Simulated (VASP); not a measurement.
Set up this calculation in VASP 6.6.1, as the native input.

```yaml
Task: single point
Functional: PBE
Potentials_or_basis: VASP PAW PBE potentials, release 64 (O, H, S)
Cutoff: 520 eV
k_mesh: 1 × 1 × 1
Occupations: fermi-dirac, width 0.02 eV
Spin: no spin polarisation
Dipole_correction: no
Further_INCAR_settings: LREAL = Auto; ALGO = Normal; EDIFF = 1e-07; NBANDS = 49
```

The structure of H12SO8 lies in POSCAR:

```
H12SO8
1.0
    6.3330260000      0.0000000000      0.0000000000
    0.0000000000      6.3330260000      0.0000000000
    0.0000000000      0.0000000000      6.3330260000
O H S
8 12 1
Direct
    0.3629668190      0.6046843814      0.8120619584
    0.6222153616      0.0503489707      0.9217253652
    0.9790145889      0.3537405290      0.5002288123
    0.4465062400      0.7769599403      0.4447141401
    0.3749569625      0.2204420217      0.6243037109
    0.2168015752     -0.0804704005      0.1116802414
    0.8375656612      0.5414129776      0.0133347791
    0.5923706587      0.3781635063      0.2655338002
    0.4946416455      0.6256122398      0.8897364867
    0.3856455032      0.6877849048      0.6767949692
    0.5517789708      0.0964522831      0.7866847822
    0.7477720487     -0.0312304909      0.8840925989
    1.1167871748      0.2846316018      0.5259387647
    0.9870705061      0.4834275996      0.5811716561
    0.3446104324      0.8358169939      0.3396464190
    0.5071760515      0.6552486600      0.3712636472
    0.4605065921      0.2459025332      0.4975675218
    0.3764223322      0.3595268844      0.7002518322
    0.3440518719     -0.0101831697      0.0560750497
    0.2095195764     -0.2059937327      0.0196316149
    0.7907739273      0.3564363662      0.1458724497
```

These files were run (other wordings do the same):

INCAR

```
ALGO = Normal ; EDIFF = 1E-7
ENCUT = 520 ; GGA = PE
ISIF = 2 ; ISMEAR = -1
LASPH = T ; LCHARG = F
LREAL = Auto ; LWAVE = F
NBANDS = 49 ; NELM = 60
PREC = Accurate ; SIGMA = 0.02
```

KPOINTS

```
k-points
0
Gamma
  1 1 1
```

Potentials or basis: VASP PAW PBE potentials, release 64 (O, H, S).

Run with:

```sh
$ cat potpaw_PBE.64/O/POTCAR potpaw_PBE.64/H/POTCAR potpaw_PBE.64/S/POTCAR > POTCAR
$ mpirun -np 1 vasp_gam > vasp.out
```

It gave:

* Pressure: -0.1 GPa
* Largest force: 0.609 eV/Å
* Band gap on the k mesh: 3.48 eV

Caveat: the k points lie up to 0.99 Å⁻¹ apart.

It took 39 s on 1 thread of Intel Xeon 6975P-C, on a shared host, peak memory 0.29 GiB.
